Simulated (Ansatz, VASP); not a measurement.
Tl in VASP and in Ansatz

The input INCAR:

```
PREC     = Accurate       # precision mode
ENCUT    = 520            # plane-wave cutoff, eV
EDIFF    = 1E-6           # SCF threshold, eV
ISMEAR   = -5             # smearing method
SIGMA    = 0.1            # smearing width, eV
LREAL    = False          # projectors in reciprocal space
LASPH    = True           # aspherical terms in the spheres
NELM     = 80             # most SCF steps
ALGO     = Normal         # electronic algorithm
ISIF     = 2              # what is computed and relaxed
LWAVE    = False          # write WAVECAR
LCHARG   = False          # write CHGCAR
GGA      = PS             # functional
NBANDS   = 20             # bands
```

KPOINTS

```
regular mesh
0
Gamma
  10 10 10
```

Contents of POSCAR:

```
Tl
1.0
    0.0000000000      3.4388846250      3.4388846250
    3.4388846250      0.0000000000      3.4388846250
    3.4388846250      3.4388846250      0.0000000000
Tl
2
Direct
   -0.1250000000     -0.1250000000     -0.1250000000
    0.1250000000      0.1250000000      0.1250000000
```

Input for Ansatz:

```yaml
crystal:
  lattice:
    - [0.0, 3.438884625, 3.438884625]
    - [3.438884625, 0.0, 3.438884625]
    - [3.438884625, 3.438884625, 0.0]
  atoms:
    - { symbol: Tl, position: [-0.125, -0.125, -0.125] }
    - { symbol: Tl, position: [0.125, 0.125, 0.125] }
kpoints:
  mp_grid: { grid: [10, 10, 10] }
scf:
  occupations: { method: tetrahedron }
  lower_state_search: full
hamiltonian:
  xc: pbesol
  pseudopotentials: { kind: all_electron, datasets: crystal }
output:
  forces: true
  stress: true
  eigenvalues: true
```

Alike in both runs: task single point; functional PBEsol; k mesh 10 × 10 × 10; occupations tetrahedron; no spin polarisation.

|  | VASP | Ansatz |
| --- | --- | --- |
| version | VASP 6.6.1 | Ansatz 0.2.0 |
| potentials or method | VASP PAW PBE potentials, release 64 (Tl_d), cutoff 520 eV | all-electron PAW with datasets made for the crystal, scalar-relativistic |

VASP gave:

| Item | Value |
| --- | --- |
| gap on the k mesh at the Fermi level (eV) | none |
| pressure (GPa) | -0.1 |

Which values does Ansatz return?

gap on the k mesh at the Fermi level (eV): none; pressure (GPa): 0.0.

VASP's potentials were made for PBE, not for PBEsol. A gap of «none» marks a metal or a gap that the smearing closes. Ansatz ran all-electron here, and VASP with PAW potentials. Ansatz's warnings: stability check not made, tetrahedron derivatives may miss energy slope.

Neither program's run includes spin-orbit coupling.
